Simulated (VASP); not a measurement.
Runs of VASP 6.6.1 on Rh. The structure is that of space group P6_3/mmc (No. 194), or close to it. The cells are those of the table. 

```csv
cell,further INCAR settings,gap on the mesh (eV),pressure (GPa)
"a = 2.518, b = 2.518, c = 9.855 Å, angles 90.0, 90.0, 120.0°, 4 atoms",ALGO = Fast; EDIFF = 1e-07; NBANDS = 38,none,13.2
"a = 2.592, b = 2.592, c = 9.300 Å, angles 90.0, 90.0, 120.0°, 4 atoms",ALGO = Fast; EDIFF = 1e-06; NBANDS = 38,none,3.4
"a = 2.824, b = 2.824, c = 7.831 Å, angles 90.0, 90.0, 120.0°, 4 atoms",ALGO = Fast; EDIFF = 1e-06; NBANDS = 38,none,(a)
"a = 2.712, b = 2.712, c = 8.493 Å, angles 90.0, 90.0, 120.0°, 4 atoms",ALGO = Fast; EDIFF = 1e-06; NBANDS = 38,none,(b)
"a = 2.751, b = 2.751, c = 8.255 Å, angles 90.0, 90.0, 120.0°, 4 atoms",ALGO = Fast; EDIFF = 1e-07; NBANDS = 38,none,2.6
```

Alike in all rows: task single point; level PBEsol; potentials or basis VASP PAW PBE potentials, release 64 (Rh_pv); no spin polarisation; k mesh 24 × 24 × 6; cutoff (eV) 520; smearing gaussian 0.15 eV.

**Question.** Fill in the values left out.

**Answer.** (a) 8.9; (b) 0.7.

Caveats: the PAW data sets were made with another functional, which shifts forces and pressure a little.

A k mesh can miss the band edges, and the runs leave out spin-orbit coupling on Rh.

A gap of «none» marks levels without a gap at the run's occupations.
